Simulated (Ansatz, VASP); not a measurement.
# Pb in VASP and in Ansatz

INCAR

```
ALGO = Normal ; EDIFF = 1E-7
EDIFFG = -0.005 ; ENCUT = 600
GGA = PE ; IBRION = 2
ISIF = 3 ; ISMEAR = -1
LASPH = T ; LCHARG = F
LREAL = F ; LWAVE = F
NELM = 80 ; NSW = 45
PREC = Accurate ; SIGMA = 0.05
```

KPOINTS

```
k-points
0
Gamma
  11 11 11
```

The input POSCAR:

```
Pb
1.0
    0.0000000000      3.5292303156      3.5292303156
    3.5292303156      0.0000000000      3.5292303156
    3.5292303156      3.5292303156      0.0000000000
Pb
2
Direct
   -0.1250000000     -0.1250000000     -0.1250000000
    0.1250000000      0.1250000000      0.1250000000
```

Input for Ansatz:

```yaml
crystal:
  lattice:
    - [0.0, 3.5292303156, 3.5292303156]
    - [3.5292303156, 0.0, 3.5292303156]
    - [3.5292303156, 3.5292303156, 0.0]
  atoms:
    - { symbol: Pb, position: [-0.125, -0.125, -0.125] }
    - { symbol: Pb, position: [0.125, 0.125, 0.125] }
kpoints:
  mp_grid: { grid: [11, 11, 11] }
scf:
  occupations: { method: fermi_dirac, width: 0.05 }
hamiltonian:
  xc: pbe
  pseudopotentials:
    kind: all_electron
    lapw: { basis_error: 0.0005 }
    relativity: none
output:
  forces: true
  stress: true
  eigenvalues: true
  populations: true
relax:
  f_tol: 0.005
  max_steps: 25
  cell: {}
```

Alike in both runs: task relaxation of cell and atoms; functional PBE; k mesh 11 × 11 × 11; occupations fermi-dirac, width 0.05 eV; no spin polarisation.

```csv
,VASP,Ansatz
version,VASP 6.6.1,Ansatz 0.2.0
potentials or method,"VASP PAW PBE potentials, release 64 (Pb_d), cutoff 600 eV","all-electron LAPW, non-relativistic"
```

VASP gave:

```
relaxed volume (Å³/atom)                                     : 43.96
relaxed cell length with the largest relative difference (Å) : 4.991
```

Q: Estimate Ansatz's values.

A: Relaxed volume (Å³/atom): 44.40; relaxed cell length with the largest relative difference (Å): 5.008.

Ansatz ran all-electron here, and VASP with PAW potentials.

Neither program's run includes spin-orbit coupling. Noted on VASP's run: the relaxation stopped at its first step, so nothing moved.
